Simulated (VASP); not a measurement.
Here is a VASP 6.6.1 calculation.

The input INCAR:

```
SYSTEM = K7S4O16
ALGO = Normal
EDIFF = 1E-6
ENCUT = 520
ISIF = 2
ISMEAR = -1
LASPH = .True.
LCHARG = .True.
LELF = .True.
LREAL = Auto
LVHAR = .True.
LWAVE = .False.
NBANDS = 110
NELECT = 184.0
NELM = 100
PREC = Accurate
SIGMA = 0.05
```

File KPOINTS:

```
k-points
0
Gamma
  1 2 1
  0 0 0
```

File POSCAR:

```
K7S4O16
1.0
    7.5258130000      0.0000000000      0.0000000000
    0.0000000000      5.8078030000      0.0000000000
    0.0000000000      0.0000000000     10.1398950000
K S O
7 4 16
Direct
    0.8199645673      0.6721302358      0.0789258666
    0.3190485865      0.7716687360      0.3657927424
    0.2171725500      0.1927234791      0.9202264915
    0.6628253984      0.2273665274      0.5852526086
    0.5194521841      0.7341846822      0.7838739948
    0.0167955276      0.7342191187      0.7107470048
    0.9808774148      0.1919142230      0.2854664669
    0.7771652046      0.7560690333      0.4455963301
    0.2199496586      0.7218564404      0.0574069061
    0.2335162992      0.2845482190      0.5807949688
    0.7300606592      0.2000067840      0.9455423355
    0.9710180149      0.7881121312      0.4546792644
    0.4152641050      0.7398150385      0.0982949034
    0.0485661815      0.3087570291      0.6140793371
    0.5401276912      0.1257962779      0.9342897535
    0.7057443495      0.7197902546      0.5756174004
    0.2148605074      0.7092182707      0.9072283293
    0.2669611908      0.2869759873      0.4325981679
    0.7868252905      0.2010570951      0.0872790103
    0.7089200861      0.9703152810      0.3880809417
    0.1364769494      0.4998103414      0.1187783503
    0.3396709432      0.4670957331      0.6417127594
    0.8448123811      0.0280829085      0.8740721674
    0.3082059041      0.0517751721      0.6236750972
    0.7562106579      0.4238091409      0.8819223473
    0.7307781897      0.5577324162      0.3556644324
    0.1052776624      0.9090012178      0.1027722674
```

Potentials or basis: VASP PAW LDA potentials, release 64 (K_sv, S, O).

Launch:

```sh
$ cat potpaw_LDA.64/K_sv/POTCAR potpaw_LDA.64/S/POTCAR potpaw_LDA.64/O/POTCAR > POTCAR
$ mpirun -np 1 vasp_std > vasp.out
```

Question: Estimate the largest force.

Answer: 4.420 eV/Å.

Forces in eV/Å, atoms in the order of the input:
```
K   -0.730  0.317  0.573
K    0.170 -0.113  0.157
K   -0.375  0.482 -0.154
K   -0.033  0.362  0.075
K   -0.018  0.230  0.319
K   -0.023  0.160 -0.138
K    0.003  0.345  0.163
S    1.092 -0.705 -3.648
S    2.071 -3.346  0.591
S    2.457 -2.530 -2.664
S   -0.082 -2.344  0.827
O    0.616 -0.380  0.099
O   -3.144  0.076 -0.465
O   -1.223 -0.016  0.380
O    1.470  0.530 -0.208
O   -0.833 -0.392  1.983
O   -0.114 -0.037  1.808
O   -0.760  0.438  1.520
O   -0.707  0.490 -1.707
O   -0.895  0.214 -0.049
O    1.373  1.976 -1.495
O    0.067  0.507  0.401
O   -0.620  0.130  0.045
O   -0.745  1.030  0.430
O   -0.099  0.849 -0.332
O    0.445  0.949  1.273
O    0.638  0.777  0.216
```

Caveat: the k points lie up to 0.83 Å⁻¹ apart, too coarse for converged energies, forces and pressures; the cell carries a net charge on a neutralising background, which shifts energy and pressure.
